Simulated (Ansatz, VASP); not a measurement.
**Two plane-wave programs on Ta**

```
Ta
1.0
    -1.62767    1.62767    1.62767
     1.62767   -1.62767    1.62767
     1.62767    1.62767   -1.62767
Ta
1
Direct
  0.00000 0.00000 0.00000
```

Alike in both runs: task single point; functional LDA; k mesh 5 × 5 × 5; occupations fermi-dirac, width 0.1 eV; no spin polarisation.

```csv
,VASP,Ansatz
version,VASP 6.6.1,Ansatz 0.2.0
potentials or method,"VASP PAW LDA potentials, release 64 (Ta_pv), cutoff 520 eV","plane waves (420 eV) with PAW, scalar-relativistic"
valence electrons in the cell,11,13
```

Ansatz gave:

- pressure (GPa): -0.1

Q: What did VASP give for the same quantities?

A: Pressure (GPa): 0.6.

Ansatz warns that its potentials were made for another functional, while VASP's fit it. LDA's correlation is that of Perdew and Zunger in VASP and of Perdew and Wang (1992) in Ansatz. VASP's potentials hold 11 valence electrons a cell and Ansatz's 13, so a difference there can come from the potentials and not from the codes.

The k mesh is coarse, so the values compare programs but aren't converged. Spin-orbit coupling is off throughout.
